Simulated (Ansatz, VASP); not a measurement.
**C: VASP beside Ansatz**

Contents of POSCAR:

```
C
1.0
    0.0000000000      1.9674750000      3.3480000000
    1.1359000000      0.0000000000      3.3480000000
    1.1359000000      1.9674750000      0.0000000000
C
2
Direct
    0.1666700000      0.8333300000      0.1666700000
    0.8333300000      0.1666700000      0.8333300000
```

INCAR.step1

```
  PREC = Accurate
  ENCUT = 520
  ISMEAR = 0
  SIGMA = 0.05
  LREAL = F
  LASPH = T
  NELM = 80
  NBANDS = 11
  GGA = PE
  ALGO = Normal
  EDIFF = 1E-4
  LWAVE = T
  LCHARG = F
```

The input INCAR.step2:

```
  PREC = Accurate
  ENCUT = 520
  EDIFF = 1E-6
  ISMEAR = 0
  SIGMA = 0.05
  LREAL = F
  LASPH = T
  NELM = 80
  ALGO = Normal
  ISIF = 2
  LWAVE = F
  LCHARG = F
  METAGGA = R2SCAN
  LMIXTAU = T
  NBANDS = 11
  ISTART = 1
```

The input KPOINTS:

```
regular mesh
0
Gamma
  14 14 14
```

Input for Ansatz:

```yaml
crystal:
  lattice:
    - [0.0, 1.967475, 3.348]
    - [1.1359, 0.0, 3.348]
    - [1.1359, 1.967475, 0.0]
  atoms:
    - { symbol: C, position: [0.16667, 0.83333, 0.16667] }
    - { symbol: C, position: [0.83333, 0.16667, 0.83333] }
basis:
  ecutwfc: 500
kpoints:
  mp_grid: { grid: [14, 14, 14] }
hamiltonian:
  xc: r2scan
scf:
  occupations: { method: gaussian, width: 0.05 }
output:
  forces: true
  stress: true
  eigenvalues: true
```

Change from the starting cell: strain -0.0750 x Voigt [1, 1, 0, 0, 0, 0], atoms carried along.

Alike in both runs: task single point; functional r2SCAN; k mesh 14 × 14 × 14; occupations gaussian, width 0.05 eV; no spin polarisation.

```csv
,VASP,Ansatz
version,VASP 6.6.1,Ansatz 0.2.0
potentials or method,"VASP PAW PBE potentials, release 64 (C), cutoff 520 eV","scalar-relativistic, plane waves, PAW"
valence electrons in the cell,8,8
```

Ansatz gave:

```
gap on the k mesh at the Fermi level (eV)                     : 0.72
least direct gap on the mesh (eV)                             : 0.86
pressure (GPa)                                                : 93.4
traceless stress, the component that is largest in VASP (GPa) : -91.95
rms of the force components (eV/Å)                            : 0.012
```

Estimate VASP's values.

gap on the k mesh at the Fermi level (eV): 0.72; least direct gap on the mesh (eV): 0.86; pressure (GPa): 94.1; traceless stress, the component that is largest in VASP (GPa): -92.90; rms of the force components (eV/Å): 0.012.

VASP's potentials were made for PBE, not for r2SCAN. Atom by atom the forces differ by 0.000 eV/Å (rms over components). Both programs put the cell under a high pressure, so it lies far from rest at this level.

Noted on VASP's run: the cell as given lies far from equilibrium.
